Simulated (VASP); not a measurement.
# BaO (Fm-3m) in VASP: single point with PBEsol

Aim: the single point of BaO with PBEsol.

All numbers are computed with VASP 6.6.1; they aren't measurements. Logs are shortened: lines on timing, memory, paths and dates and some standing lists are left out, and cuts for length are marked.

## 1. The cell of the first run

Symmetry: Fm-3m, No. 225, cubic system. The conventional cell has a = 5.500 Å, b = 5.500 Å, c = 5.500 Å, α = 90.00°, β = 90.00°, γ = 90.00°. Ba (site symmetry m-3m) has 6 O at 2.75 Å within 3.6 Å. O (site symmetry m-3m) has 6 Ba at 2.75 Å within 3.6 Å.

## 2. Single point, PBEsol

Input file INCAR:

```
PREC = Accurate ; ENCUT = 1340
EDIFF = 1E-6 ; ISMEAR = 0
SIGMA = 0.1 ; LREAL = False
LASPH = True ; NELM = 120
ALGO = Normal ; ISIF = 2
LWAVE = False ; LCHARG = False
GGA = PS ; NBANDS = 15
GGA_COMPAT = False
```

Input file KPOINTS:

```
Automatic mesh
0
Gamma
  6 6 6
```

Input file POSCAR:

```
BaO
1.0
    0.0000000000      2.7500000000      2.7500000000
    2.7500000000      0.0000000000      2.7500000000
    2.7500000000      2.7500000000      0.0000000000
Ba O
1 1
Direct
    0.0000000000      0.0000000000      0.0000000000
    0.5000000000      0.5000000000      0.5000000000
```

Potentials or basis: VASP PAW PBE potentials, release 64 (Ba_sv, O_h).

Run with:

```sh
> cat potpaw_PBE.64/Ba_sv/POTCAR potpaw_PBE.64/O_h/POTCAR > POTCAR
> mpirun -np 1 vasp_std > vasp.out
```

OUTCAR:

```text
PREC = Accurate
   ENCUT = 1340
   EDIFF = 1E-6
   ISMEAR = 0
   LREAL = False
   LASPH = True
   NELM = 120
   ISIF = 2
   GGA = PS

 ion  position               nearest neighbor table
   1  0.000  0.000  0.000-   2 2.75   2 2.75   2 2.75   2 2.75   2 2.75   2 2.75
   2  0.500  0.500  0.500-   1 2.75   1 2.75   1 2.75   1 2.75   1 2.75   1 2.75

  LATTYP: Found a face centered cubic cell.
 ALAT       =     5.5000000000

  Lattice vectors:

 A1 = (   0.0000000000,   2.7500000000,   2.7500000000)
 A2 = (   2.7500000000,   0.0000000000,   2.7500000000)
 A3 = (   2.7500000000,   2.7500000000,   0.0000000000)

Analysis of symmetry for initial positions (statically):
=====================================================================
 Subroutine PRICEL returns:
 Original cell was already a primitive cell.

 Routine SETGRP: Setting up the symmetry group for a
 face centered cubic supercell.

 Subroutine GETGRP returns: Found 48 space group operations
 (whereof 48 operations were pure point group operations)
 out of a pool of 48 trial point group operations.

The static configuration has the point symmetry O_h .

Analysis of symmetry for dynamics (positions and initial velocities):
=====================================================================
 Subroutine PRICEL returns:
 Original cell was already a primitive cell.

 Routine SETGRP: Setting up the symmetry group for a
 face centered cubic supercell.

 Subroutine GETGRP returns: Found 48 space group operations
 (whereof 48 operations were pure point group operations)
 out of a pool of 48 trial point group operations.

The dynamic configuration has the point symmetry O_h .

 Subroutine INISYM returns: Found 48 space group operations
 (whereof 48 operations are pure point group operations),
 and found     1 'primitive' translations

----------------------------------------------------------------------------------------

                                     Primitive cell

  volume of cell :      41.5938

  direct lattice vectors                    reciprocal lattice vectors
     0.000000000  2.750000000  2.750000000    -0.181818182  0.181818182  0.181818182
     2.750000000  0.000000000  2.750000000     0.181818182 -0.181818182  0.181818182
     2.750000000  2.750000000  0.000000000     0.181818182  0.181818182 -0.181818182

  length of vectors
     3.889087297  3.889087297  3.889087297     0.314918329  0.314918329  0.314918329

  position of ions in fractional coordinates (direct lattice)
     0.000000000  0.000000000  0.000000000
     0.500000000  0.500000000  0.500000000

  ion indices of the primitive-cell ions
   primitive index   ion index
                 1           1
                 2           2

----------------------------------------------------------------------------------------

 KPOINTS: Automatic mesh

Automatic generation of k-mesh.
 Grid dimensions read from file:
 generate k-points for:    6    6    6

 Generating k-lattice:

  Cartesian coordinates                     Fractional coordinates (reciprocal lattice)
    -0.030303030  0.030303030  0.030303030     0.166666667  0.000000000  0.000000000
     0.030303030 -0.030303030  0.030303030     0.000000000  0.166666667  0.000000000
     0.030303030  0.030303030 -0.030303030     0.000000000  0.000000000  0.166666667

  Length of vectors
     0.052486388  0.052486388  0.052486388

  Shift w.r.t. Gamma in fractional coordinates (k-lattice)
     0.000000000  0.000000000  0.000000000

 Subroutine IBZKPT returns following result:
 ===========================================

 Found     16 irreducible k-points:

 Following reciprocal coordinates:
            Coordinates               Weight
  0.000000  0.000000  0.000000      1.000000
  0.166667  0.000000  0.000000      8.000000
  0.333333  0.000000  0.000000      8.000000
  0.500000  0.000000  0.000000      4.000000
  0.166667  0.166667  0.000000      6.000000
  0.333333  0.166667  0.000000     24.000000
[... 8 lines left out ...]
 -0.333333  0.333333  0.166667     24.000000
 -0.333333  0.500000  0.166667     12.000000
   k-points           NKPTS =     16   k-points in BZ     NKDIM =     16   number of bands    NBANDS=     15
   number of dos      NEDOS =    301   number of ions     NIONS =      2
   total plane-waves  NPLWV = 110592
   dimension x,y,z NGX =    48 NGY =   48 NGZ =   48
   dimension x,y,z NGXF=    96 NGYF=   96 NGZF=   96
   ions per type =               1   1
   NGX,Y,Z   is equivalent  to a cutoff of  20.52, 20.52, 20.52 a.u.
   NGXF,Y,Z  is equivalent  to a cutoff of  41.04, 41.04, 41.04 a.u.
 SYSTEM =  unknown system
   PREC   = accura    normal or accurate (medium, high low for compatibility)
   ISTART =      0    job   : 0-new  1-cont  2-samecut
   ICHARG =      2    charge: 1-file 2-atom 10-const
   ISPIN  =      1    spin polarized calculation?
   LNONCOLLINEAR =      F non collinear calculations
   LSORBIT =      F    spin-orbit coupling
   LASPH  =      T    aspherical Exc in radial PAW
   ENCUT  = 1340.0 eV  98.49 Ry    9.92 a.u.  11.61 11.61 11.61*2*pi/ulx,y,z
   NELM   =    120;   NELMIN=  2; NELMDL= -5     # of ELM steps
   EDIFF  = 0.1E-05   stopping-criterion for ELM
   LREAL  =      F    real-space projection
   EDIFFG = 0.1E-04   stopping-criterion for IOM
   NSW    =      0    number of steps for IOM
   IBRION =     -1    ionic relax: 0-MD 1-quasi-New 2-CG
   NFREE  =      0    steps in history (QN), initial steepest desc. (CG)
   ISIF   =      2    stress and relaxation
   ISYM   =      2    0-nonsym 1-usesym 2-fastsym
   POTIM  = 0.5000    time-step for ionic-motion
   TEBEG  =    0.0;   TEEND  =   0.0 temperature during run
   PSTRESS=    0.0 pullay stress
   NELECT =      16.0000    total number of electrons
   NUPDOWN=      -1.0000    fix difference up-down
   EMIN   =  10.00;   EMAX   =-10.00  energy-range for DOS
   EFERMI =   0.00;   METHOD = LEGACY
   ISMEAR =     0;   SIGMA  =   0.10  broadening in eV -4-tet -1-fermi 0-gaus
   EFERMI_NEDOS =   21; number of points for ismear=-14 and -15
   IALGO  =     38    algorithm
   IMIX   =      4    mixing-type and parameters
     AMIX     =   0.40;   BMIX     =  1.00
     AMIX_MAG =   1.60;   BMIX_MAG =  1.00
  volume/ion in A,a.u.               =      20.80       140.34
  Fermi-wavevector in a.u.,A,eV,Ry     =   1.190617  2.249940 19.287200  1.417569
  Thomas-Fermi vector in A             =   2.326698
   LORBIT       =      0    0 simple, 1 ext, 2 COOP (PROOUT), +10 PAW based schemes
   GGA     = PS    functional components
   LHFCALC =     F    Hartree Fock is set to
   AEXX    =    0.0000 exact exchange contribution
   IVDW    =     0    specifies the selected vdW correction
   LEPSILON=     F    determine dielectric tensor
   LRPA    =     F    only Hartree local field effects (RPA)
 non-spin polarized calculation
 Gauss-broadening in eV      SIGMA  =   0.10
  energy-cutoff  :     1340.00
  volume of cell :       41.59
 maximum number of plane-waves:      4663
 NGX is ok and might be reduce to    48
   NGX = 23   NGY = 23   NGZ = 23

 number of electron      16.0000000 magnetization

 Free energy of the ion-electron system (eV)
  ---------------------------------------------------
  ext. energy  EPLUGINS =         0.00000000
  ---------------------------------------------------
  free energy    TOTEN  =       -12.40160421 eV

  energy without entropy =      -12.40160421  energy(sigma->0) =      -12.40160421

 E-fermi :   2.5393     XC(G=0):  -9.9556

 val. band max:        2.0422128107   @ k =   0.5000   0.5000   0.0000
 cond. band min:       3.8341047220   @ k =   0.5000   0.5000   0.0000
 fundamental gap:      1.7918919113
 Fermi energy:         2.5392821971

 k-point     1 :       0.0000    0.0000    0.0000
  band No.  band energies     occupation
      1     -23.8058      2.00000
      2     -12.9504      2.00000
      3      -8.2520      2.00000
      4      -8.2520      2.00000
      5      -8.2520      2.00000
      6       1.6310      2.00000
      7       1.6310      2.00000
      8       1.6310      2.00000
      9       5.4964      0.00000
     10       6.6594      0.00000
     11       6.6594      0.00000
     12       6.6594      0.00000
     13       9.0017      0.00000
     14       9.0017      0.00000
     15      11.8086      0.00000

 k-point     2 :       0.1667    0.0000    0.0000
  band No.  band energies     occupation
      1     -23.7368      2.00000
      2     -13.1499      2.00000
      3      -8.3157      2.00000
      4      -8.2849      2.00000
      5      -8.2849      2.00000
      6       1.0619      2.00000
      7       1.2796      2.00000
      8       1.2796      2.00000
      9       6.3638      0.00000
     10       6.7272      0.00000
     11       7.1838      0.00000
     12       7.1838      0.00000
     13       9.7150      0.00000
     14       9.7150      0.00000
     15      13.4792      0.00000

 k-point     3 :       0.3333    0.0000    0.0000
  band No.  band energies     occupation
      1     -23.5930      2.00000
      2     -13.5504      2.00000
      3      -8.4289      2.00000
      4      -8.3483      2.00000
      5      -8.3483      2.00000
      6       0.2376      2.00000
      7       0.6913      2.00000
      8       0.6913      2.00000
      9       6.5965      0.00000
     10       8.4522      0.00000
     11       8.4522      0.00000
     12       8.9243      0.00000
     13      11.3039      0.00000
     14      11.3039      0.00000
     15      15.8930      0.00000

 k-point     4 :       0.5000    0.0000    0.0000
  band No.  band energies     occupation
      1     -23.5179      2.00000
      2     -13.7515      2.00000
      3      -8.4793      2.00000
      4      -8.3789      2.00000
      5      -8.3789      2.00000
      6      -0.1025      2.00000
      7       0.4365      2.00000
      8       0.4365      2.00000
      9       6.9207      0.00000
     10       9.2475      0.00000
     11       9.2475      0.00000
     12      10.1620      0.00000
     13      12.7339      0.00000
     14      12.7339      0.00000
     15      15.4500      0.00000
[... 163 lines left out ...]
 k-point    14 :       0.5000    0.3333    0.1667
  band No.  band energies     occupation
      1     -23.5045      2.00000
      2     -13.4493      2.00000
      3      -8.9868      2.00000
      4      -8.9449      2.00000
      5      -8.4053      2.00000
      6       0.6950      2.00000
      7       0.9393      2.00000
      8       1.6569      2.00000
      9       5.5666      0.00000
     10       8.1060      0.00000
     11       9.2446      0.00000
     12       9.9693      0.00000
     13      11.4123      0.00000
     14      13.2035      0.00000
     15      14.9211      0.00000

 k-point    15 :      -0.3333    0.3333    0.1667
  band No.  band energies     occupation
      1     -23.4568      2.00000
      2     -13.4733      2.00000
      3      -9.1804      2.00000
      4      -9.1690      2.00000
      5      -8.3445      2.00000
      6       0.4955      2.00000
      7       1.4310      2.00000
      8       1.4515      2.00000
      9       6.7096      0.00000
     10       6.9584      0.00000
     11       9.4717      0.00000
     12      10.6846      0.00000
     13      12.0978      0.00000
     14      13.9349      0.00000
     15      14.6014      0.00000

 k-point    16 :      -0.3333    0.5000    0.1667
  band No.  band energies     occupation
      1     -23.4376      2.00000
      2     -13.3142      2.00000
      3      -9.6444      2.00000
      4      -9.1593      2.00000
      5      -8.4654      2.00000
      6       0.8868      2.00000
      7       1.7697      2.00000
      8       1.9128      2.00000
      9       5.1810      0.00000
     10       8.1960      0.00000
     11       8.7672      0.00000
     12      11.6956      0.00000
     13      11.9781      0.00000
     14      14.1615      0.00000
     15      14.4653      0.00000

------------------------ aborting loop because EDIFF is reached ----------------------------------------

  FORCE on cell =-STRESS in cart. coord.  units (eV):
  Direction    XX          YY          ZZ          XY          YZ          ZX
  --------------------------------------------------------------------------------------
  -------------------------------------------------------------------------------------
  Total        0.3647493      0.3647493      0.3647493      0.0000000     -0.0000000      0.0000000
  in kB       14.0500193     14.0500193     14.0500193      0.0000000     -0.0000000      0.0000000
  external PRESSURE =      14.0500193 kB  Pullay stress =       0.0000000 kB

 VOLUME and BASIS-vectors are now :
 -----------------------------------------------------------------------------
  energy-cutoff  :     1340.00
  volume of cell :       41.59
      direct lattice vectors                 reciprocal lattice vectors
     0.000000000  2.750000000  2.750000000    -0.181818182  0.181818182  0.181818182
     2.750000000  0.000000000  2.750000000     0.181818182 -0.181818182  0.181818182
     2.750000000  2.750000000  0.000000000     0.181818182  0.181818182 -0.181818182

 POSITION                                       TOTAL-FORCE (eV/Angst)
 -----------------------------------------------------------------------------------
      0.00000      0.00000      0.00000         0.000000     -0.000000      0.000000
      2.75000      2.75000      2.75000         0.000000      0.000000     -0.000000
 -----------------------------------------------------------------------------------
    total drift:                               -0.000000     -0.000000     -0.000000

  FREE ENERGIE OF THE ION-ELECTRON SYSTEM (eV)
  ---------------------------------------------------
  free  energy   TOTEN  =       -12.4016042091 eV

  energy  without entropy=      -12.4016042091  energy(sigma->0) =      -12.40160421
```

Run time: 45 s. Hardware: 1 thread of Intel Xeon Platinum 8375C at 2.90GHz (Ice Lake), shared host; peak memory 0.34 GiB.

Results:

```yaml
Free_energy: -12.4016 eV
Pressure: 1.4 GPa
Band_gap_on_the_k_mesh: 1.79 eV
```

Caveat: the PAW data sets were made with another functional, which shifts forces and pressure a little; spin-orbit coupling is left out, which moves the levels of the heavy elements. A k mesh can miss the band edges.
